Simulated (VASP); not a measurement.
Here is a VASP 6.6.1 calculation.

The input POSCAR:

```
HfO2
1.0
    6.5668677733     -1.9813202055     -0.0021749027
    6.5668677733      1.9813202055     -0.0021749027
   -2.0600532379      0.0000000000      6.6839614104
Hf O
4 8
Direct
    0.8068754003      0.8068754003      0.7123595296
    0.1010654450      0.1010654450      0.7109757561
    0.1931245997      0.1931245997      0.2876404704
    0.8989345550      0.8989345550      0.2890242439
    0.0590695361      0.0590695361      0.3774982637
    0.6433776240      0.6433776240      0.7075314443
    0.1300880151      0.1300880151      0.0036696829
    0.9409304639      0.9409304639      0.6225017363
    0.7389835868      0.7389835868      0.3532522014
    0.8699119849      0.8699119849      0.9963303171
    0.2610164132      0.2610164132      0.6467477986
    0.3566223760      0.3566223760      0.2924685557
```

INCAR.step1

```
PREC     = Accurate       # precision mode
ENCUT    = 520            # plane-wave cutoff, eV
ISMEAR   = 0              # smearing method
SIGMA    = 0.02           # smearing width, eV
LREAL    = False          # projectors in reciprocal space
LASPH    = True           # aspherical terms in the spheres
NELM     = 100            # most SCF steps
NBANDS   = 56             # bands
GGA      = PE             # functional
ALGO     = Normal         # electronic algorithm
EDIFF    = 1E-4           # SCF threshold, eV
LWAVE    = True           # write WAVECAR
LCHARG   = False          # write CHGCAR
```

Contents of INCAR.step2:

```
PREC     = Accurate       # precision mode
ENCUT    = 520            # plane-wave cutoff, eV
EDIFF    = 1E-7           # SCF threshold, eV
ISMEAR   = 0              # smearing method
SIGMA    = 0.02           # smearing width, eV
LREAL    = False          # projectors in reciprocal space
LASPH    = True           # aspherical terms in the spheres
NELM     = 100            # most SCF steps
ALGO     = Normal         # electronic algorithm
ISIF     = 2              # what is computed and relaxed
LWAVE    = False          # write WAVECAR
LCHARG   = False          # write CHGCAR
METAGGA  = R2SCAN         # meta-GGA
LMIXTAU  = True         
NBANDS   = 56             # bands
ISTART   = 1
```

File KPOINTS:

```
regular mesh
0
Gamma
  6 6 4
```

Potentials or basis: VASP PAW PBE potentials, release 64 (Hf_pv, O).

The run is started by

```bash
$ cat potpaw_PBE.64/Hf_pv/POTCAR potpaw_PBE.64/O/POTCAR > POTCAR
$ cp INCAR.step1 INCAR
$ mpirun -np 1 vasp_std > vasp.out
$ cp INCAR.step2 INCAR
$ mpirun -np 1 vasp_std > vasp.out
```

Problem. Predict the largest force.

Solution. 0.056 eV/Å.

Problem. Estimate the pressure.

Solution. -2.4 GPa.

Problem. Estimate the band gap on the k mesh.

Solution. 5.46 eV (least direct gap 5.75 eV).

Forces on the atoms (eV/Å):
```
Hf  -0.043  0.000 -0.031
Hf   0.019  0.000 -0.003
Hf   0.043  0.000  0.031
Hf  -0.019  0.000  0.003
O   -0.003  0.000  0.010
O    0.041  0.000  0.007
O    0.054  0.000 -0.012
O    0.003  0.000 -0.010
O    0.021  0.000 -0.016
O   -0.054  0.000  0.012
O   -0.021  0.000  0.016
O   -0.041  0.000 -0.007
```

Caveat: the PAW data sets were made with another functional, which shifts forces and pressure a little; spin-orbit coupling is left out, which moves the levels of the heavy elements. A k mesh can miss the band edges.
